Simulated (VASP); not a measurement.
# GaAs (F-43m) in VASP: a series of runs

The runs below take GaAs through single point, with LDA.

All numbers are computed with VASP 6.6.1; they aren't measurements. Logs are shortened: lines on timing, memory, paths and dates and some standing lists are left out, and cuts for length are marked.

## (1) The cell of the first run

The structure is cubic, space group F-43m (No. 216). Conventional cell: a = 5.629 Å, b = 5.629 Å, c = 5.629 Å, α = 90.00°, β = 90.00°, γ = 90.00°. Ga (site symmetry -43m) has 4 As at 2.44 Å within 3.2 Å. As (site symmetry -43m) has 4 Ga at 2.44 Å within 3.2 Å.

## (2) Single point, LDA

INCAR reads:

```
PREC     = Accurate       # precision mode
ENCUT    = 510            # plane-wave cutoff, eV
EDIFF    = 1E-6           # SCF threshold, eV
ISMEAR   = 0              # smearing method
SIGMA    = 0.01           # smearing width, eV
LREAL    = False          # projectors in reciprocal space
LASPH    = True           # aspherical terms in the spheres
NELM     = 120            # most SCF steps
ALGO     = Normal         # electronic algorithm
ISIF     = 2              # what is computed and relaxed
LWAVE    = False          # write WAVECAR
LCHARG   = False          # write CHGCAR
GGA      = CA             # functional
NBANDS   = 21             # bands
GGA_COMPAT= False
```

KPOINTS reads:

```
Automatic mesh
0
Gamma
  12 12 12
```

POSCAR reads:

```
GaAs
1.0
    0.0000000000      2.8145481688      2.8145481688
    2.8145481688      0.0000000000      2.8145481688
    2.8145481688      2.8145481688      0.0000000000
Ga As
1 1
Direct
    0.0000000000      0.0000000000      0.0000000000
    0.7500000000      0.7500000000      0.7500000000
```

Potentials or basis: VASP PAW LDA potentials, release 64 (Ga_d, As_d).

The run is started by

```
$ cat potpaw_LDA.64/Ga_d/POTCAR potpaw_LDA.64/As_d/POTCAR > POTCAR
$ mpirun -np 1 vasp_std > vasp.out
```

OUTCAR:

```text
PREC = Accurate
   ENCUT = 510
   EDIFF = 1E-6
   ISMEAR = 0
   LREAL = False
   LASPH = True
   NELM = 120
   ISIF = 2
   GGA = CA

 ion  position               nearest neighbor table
   1  0.000  0.000  0.000-   2 2.44   2 2.44   2 2.44   2 2.44
   2  0.750  0.750  0.750-   1 2.44   1 2.44   1 2.44   1 2.44

  LATTYP: Found a face centered cubic cell.
 ALAT       =     5.6290963376

  Lattice vectors:

 A1 = (   0.0000000000,   2.8145481688,   2.8145481688)
 A2 = (   2.8145481688,   0.0000000000,   2.8145481688)
 A3 = (   2.8145481688,   2.8145481688,   0.0000000000)

Analysis of symmetry for initial positions (statically):
=====================================================================
 Subroutine PRICEL returns:
 Original cell was already a primitive cell.

 Routine SETGRP: Setting up the symmetry group for a
 face centered cubic supercell.

 Subroutine GETGRP returns: Found 24 space group operations
 (whereof 24 operations were pure point group operations)
 out of a pool of 48 trial point group operations.

The static configuration has the point symmetry T_d .

Analysis of symmetry for dynamics (positions and initial velocities):
=====================================================================
 Subroutine PRICEL returns:
 Original cell was already a primitive cell.

 Routine SETGRP: Setting up the symmetry group for a
 face centered cubic supercell.

 Subroutine GETGRP returns: Found 24 space group operations
 (whereof 24 operations were pure point group operations)
 out of a pool of 48 trial point group operations.

The dynamic configuration has the point symmetry T_d .

 Subroutine INISYM returns: Found 24 space group operations
 (whereof 24 operations are pure point group operations),
 and found     1 'primitive' translations

----------------------------------------------------------------------------------------

                                     Primitive cell

  volume of cell :      44.5919

  direct lattice vectors                    reciprocal lattice vectors
     0.000000000  2.814548169  2.814548169    -0.177648407  0.177648407  0.177648407
     2.814548169  0.000000000  2.814548169     0.177648407 -0.177648407  0.177648407
     2.814548169  2.814548169  0.000000000     0.177648407  0.177648407 -0.177648407

  length of vectors
     3.980372192  3.980372192  3.980372192     0.307696068  0.307696068  0.307696068

  position of ions in fractional coordinates (direct lattice)
     0.000000000  0.000000000  0.000000000
     0.750000000  0.750000000  0.750000000

  ion indices of the primitive-cell ions
   primitive index   ion index
                 1           1
                 2           2

----------------------------------------------------------------------------------------

 KPOINTS: Automatic mesh

Automatic generation of k-mesh.
 Grid dimensions read from file:
 generate k-points for:   12   12   12

 Generating k-lattice:

  Cartesian coordinates                     Fractional coordinates (reciprocal lattice)
    -0.014804034  0.014804034  0.014804034     0.083333333  0.000000000  0.000000000
     0.014804034 -0.014804034  0.014804034     0.000000000  0.083333333  0.000000000
     0.014804034  0.014804034 -0.014804034     0.000000000  0.000000000  0.083333333

  Length of vectors
     0.025641339  0.025641339  0.025641339

  Shift w.r.t. Gamma in fractional coordinates (k-lattice)
     0.000000000  0.000000000  0.000000000

 Subroutine IBZKPT returns following result:
 ===========================================

 Found     72 irreducible k-points:

 Following reciprocal coordinates:
            Coordinates               Weight
  0.000000  0.000000  0.000000      1.000000
  0.083333  0.000000  0.000000      8.000000
  0.166667  0.000000  0.000000      8.000000
  0.250000  0.000000  0.000000      8.000000
  0.333333  0.000000  0.000000      8.000000
  0.416667  0.000000  0.000000      8.000000
[... 16 lines left out ...]
  0.500000  0.166667  0.000000     24.000000
 -0.416667  0.166667  0.000000     24.000000
 [... further k-points ...]
   k-points           NKPTS =     72   k-points in BZ     NKDIM =     72   number of bands    NBANDS=     21
   number of dos      NEDOS =    301   number of ions     NIONS =      2
   total plane-waves  NPLWV =  27000
   dimension x,y,z NGX =    30 NGY =   30 NGZ =   30
   dimension x,y,z NGXF=    60 NGYF=   60 NGZF=   60
   ions per type =               1   1
   NGX,Y,Z   is equivalent  to a cutoff of  12.53, 12.53, 12.53 a.u.
   NGXF,Y,Z  is equivalent  to a cutoff of  25.06, 25.06, 25.06 a.u.
 SYSTEM =  unknown system
   PREC   = accura    normal or accurate (medium, high low for compatibility)
   ISTART =      0    job   : 0-new  1-cont  2-samecut
   ICHARG =      2    charge: 1-file 2-atom 10-const
   ISPIN  =      1    spin polarized calculation?
   LNONCOLLINEAR =      F non collinear calculations
   LSORBIT =      F    spin-orbit coupling
   LASPH  =      T    aspherical Exc in radial PAW
   ENCUT  =  510.0 eV  37.48 Ry    6.12 a.u.   7.33  7.33  7.33*2*pi/ulx,y,z
   NELM   =    120;   NELMIN=  2; NELMDL= -5     # of ELM steps
   EDIFF  = 0.1E-05   stopping-criterion for ELM
   LREAL  =      F    real-space projection
   EDIFFG = 0.1E-04   stopping-criterion for IOM
   NSW    =      0    number of steps for IOM
   IBRION =     -1    ionic relax: 0-MD 1-quasi-New 2-CG
   NFREE  =      0    steps in history (QN), initial steepest desc. (CG)
   ISIF   =      2    stress and relaxation
   ISYM   =      2    0-nonsym 1-usesym 2-fastsym
   POTIM  = 0.5000    time-step for ionic-motion
   TEBEG  =    0.0;   TEEND  =   0.0 temperature during run
   PSTRESS=    0.0 pullay stress
   NELECT =      28.0000    total number of electrons
   NUPDOWN=      -1.0000    fix difference up-down
   EMIN   =  10.00;   EMAX   =-10.00  energy-range for DOS
   EFERMI =   0.00;   METHOD = LEGACY
   ISMEAR =     0;   SIGMA  =   0.01  broadening in eV -4-tet -1-fermi 0-gaus
   EFERMI_NEDOS =   21; number of points for ismear=-14 and -15
   IALGO  =     38    algorithm
   IMIX   =      4    mixing-type and parameters
     AMIX     =   0.40;   BMIX     =  1.00
     AMIX_MAG =   1.60;   BMIX_MAG =  1.00
  volume/ion in A,a.u.               =      22.30       150.46
  Fermi-wavevector in a.u.,A,eV,Ry     =   1.401873  2.649157 26.738840  1.965249
  Thomas-Fermi vector in A             =   2.524691
   LORBIT       =      0    0 simple, 1 ext, 2 COOP (PROOUT), +10 PAW based schemes
   GGA     = CA    functional components
   LHFCALC =     F    Hartree Fock is set to
   AEXX    =    0.0000 exact exchange contribution
   IVDW    =     0    specifies the selected vdW correction
   LEPSILON=     F    determine dielectric tensor
   LRPA    =     F    only Hartree local field effects (RPA)
 non-spin polarized calculation
 Gauss-broadening in eV      SIGMA  =   0.01
  energy-cutoff  :      510.00
  volume of cell :       44.59
 maximum number of plane-waves:      1211
 NGX is ok and might be reduce to    30
   NGX = 15   NGY = 15   NGZ = 15

 number of electron      28.0000019 magnetization

 Free energy of the ion-electron system (eV)
  ---------------------------------------------------
  ext. energy  EPLUGINS =         0.00000000
  ---------------------------------------------------
  free energy    TOTEN  =        -9.64431844 eV

  energy without entropy =       -9.64431844  energy(sigma->0) =       -9.64431844

 E-fermi :   3.1413     XC(G=0): -10.3690

 val. band max:        3.0987870769   @ k =   0.0000   0.0000   0.0000
 cond. band min:       3.5226235524   @ k =   0.0000   0.0000   0.0000
 fundamental gap:      0.4238364755
 Fermi energy:         3.1412731810

 k-point     1 :       0.0000    0.0000    0.0000
  band No.  band energies     occupation
      1     -32.2058      2.00000
      2     -32.2058      2.00000
      3     -32.2058      2.00000
      4     -32.1947      2.00000
      5     -32.1947      2.00000
      6     -11.8455      2.00000
[... 13 lines left out ...]
     20      13.3742      0.00000
     21      13.3742      0.00000

 k-point     2 :       0.0833    0.0000    0.0000
  band No.  band energies     occupation
      1     -32.2058      2.00000
      2     -32.2057      2.00000
      3     -32.2057      2.00000
      4     -32.1947      2.00000
      5     -32.1947      2.00000
      6     -11.8519      2.00000
[... 13 lines left out ...]
     20      12.7678      0.00000
     21      12.7678      0.00000

 k-point     3 :       0.1667    0.0000    0.0000
  band No.  band energies     occupation
      1     -32.2057      2.00000
      2     -32.2056      2.00000
      3     -32.2056      2.00000
      4     -32.1946      2.00000
      5     -32.1946      2.00000
      6     -11.8686      2.00000
[... 13 lines left out ...]
     20      12.1896      0.00000
     21      12.1896      0.00000

 k-point     4 :       0.2500    0.0000    0.0000
  band No.  band energies     occupation
      1     -32.2057      2.00000
      2     -32.2053      2.00000
      3     -32.2053      2.00000
      4     -32.1946      2.00000
      5     -32.1946      2.00000
      6     -11.8896      2.00000
[... 13 lines left out ...]
     20      12.1671      0.00000
     21      12.1671      0.00000

 k-point     5 :       0.3333    0.0000    0.0000
  band No.  band energies     occupation
      1     -32.2056      2.00000
      2     -32.2051      2.00000
      3     -32.2051      2.00000
      4     -32.1945      2.00000
      5     -32.1945      2.00000
      6     -11.9090      2.00000
[... 13 lines left out ...]
     20      12.8152      0.00000
     21      12.8152      0.00000

 k-point     6 :       0.4167    0.0000    0.0000
  band No.  band energies     occupation
      1     -32.2056      2.00000
      2     -32.2049      2.00000
      3     -32.2049      2.00000
      4     -32.1945      2.00000
      5     -32.1945      2.00000
      6     -11.9225      2.00000
[... 13 lines left out ...]
     20      13.9800      0.00000
     21      13.9800      0.00000

 k-point     7 :       0.5000    0.0000    0.0000
  band No.  band energies     occupation
      1     -32.2056      2.00000
      2     -32.2049      2.00000
      3     -32.2049      2.00000
      4     -32.1944      2.00000
      5     -32.1944      2.00000
      6     -11.9272      2.00000
[... 13 lines left out ...]
     20      15.0360      0.00000
     21      15.0360      0.00000
[... 291 lines left out ...]
      1     -32.2061      2.00000
      2     -32.2051      2.00000
      3     -32.2051      2.00000
      4     -32.1948      2.00000
      5     -32.1943      2.00000
      6     -11.8967      2.00000
[... 13 lines left out ...]
     20      13.5115      0.00000
     21      13.8232      0.00000

 k-point    21 :       0.3333    0.1667    0.0000
  band No.  band energies     occupation
      1     -32.2060      2.00000
      2     -32.2049      2.00000
      3     -32.2049      2.00000
      4     -32.1948      2.00000
      5     -32.1942      2.00000
      6     -11.9123      2.00000
[... 13 lines left out ...]
     20      13.7905      0.00000
     21      14.1328      0.00000

 k-point    22 :       0.4167    0.1667    0.0000
  band No.  band energies     occupation
      1     -32.2059      2.00000
      2     -32.2048      2.00000
      3     -32.2047      2.00000
      4     -32.1948      2.00000
      5     -32.1942      2.00000
      6     -11.9247      2.00000
[... 13 lines left out ...]
     20      14.0295      0.00000
     21      14.9980      0.00000

 k-point    23 :       0.5000    0.1667    0.0000
  band No.  band energies     occupation
      1     -32.2057      2.00000
      2     -32.2048      2.00000
      3     -32.2046      2.00000
      4     -32.1947      2.00000
      5     -32.1943      2.00000
      6     -11.9316      2.00000
[... 13 lines left out ...]
     20      14.6063      0.00000
     21      15.0752      0.00000

 k-point    24 :      -0.4167    0.1667    0.0000
  band No.  band energies     occupation
      1     -32.2055      2.00000
      2     -32.2049      2.00000
      3     -32.2047      2.00000
      4     -32.1945      2.00000
      5     -32.1944      2.00000
      6     -11.9317      2.00000
[... 13 lines left out ...]
     20      13.5318      0.00000
     21      14.1655      0.00000

 [... further k-points ...]
[... 5 lines left out ...]
  --------------------------------------------------------------------------------------
  -------------------------------------------------------------------------------------
  Total       -0.2364258     -0.2364258     -0.2364258      0.0000000     -0.0000000      0.0000000
  in kB       -8.4947253     -8.4947253     -8.4947253      0.0000000     -0.0000000      0.0000000
  external PRESSURE =      -8.4947253 kB  Pullay stress =       0.0000000 kB

 VOLUME and BASIS-vectors are now :
 -----------------------------------------------------------------------------
  energy-cutoff  :      510.00
  volume of cell :       44.59
      direct lattice vectors                 reciprocal lattice vectors
     0.000000000  2.814548169  2.814548169    -0.177648407  0.177648407  0.177648407
     2.814548169  0.000000000  2.814548169     0.177648407 -0.177648407  0.177648407
     2.814548169  2.814548169  0.000000000     0.177648407  0.177648407 -0.177648407

 POSITION                                       TOTAL-FORCE (eV/Angst)
 -----------------------------------------------------------------------------------
      0.00000      0.00000      0.00000         0.000000      0.000000      0.000000
      4.22182      4.22182      4.22182        -0.000000     -0.000000     -0.000000
 -----------------------------------------------------------------------------------
    total drift:                                0.000001      0.000001      0.000001

  FREE ENERGIE OF THE ION-ELECTRON SYSTEM (eV)
  ---------------------------------------------------
  free  energy   TOTEN  =        -9.6443184351 eV

  energy  without entropy=       -9.6443184351  energy(sigma->0) =       -9.64431844
```

It took 31 s on 1 thread of AMD EPYC 9R45 (Zen 5), shared host; peak memory 0.16 GiB.

What came out:

- Free energy: -9.6443 eV
- Pressure: -0.8 GPa
- Band gap on the k mesh: 0.42 eV

Caveat: semilocal functionals underestimate gaps, and a narrow one can read as zero.

[end of part 1 of 2]
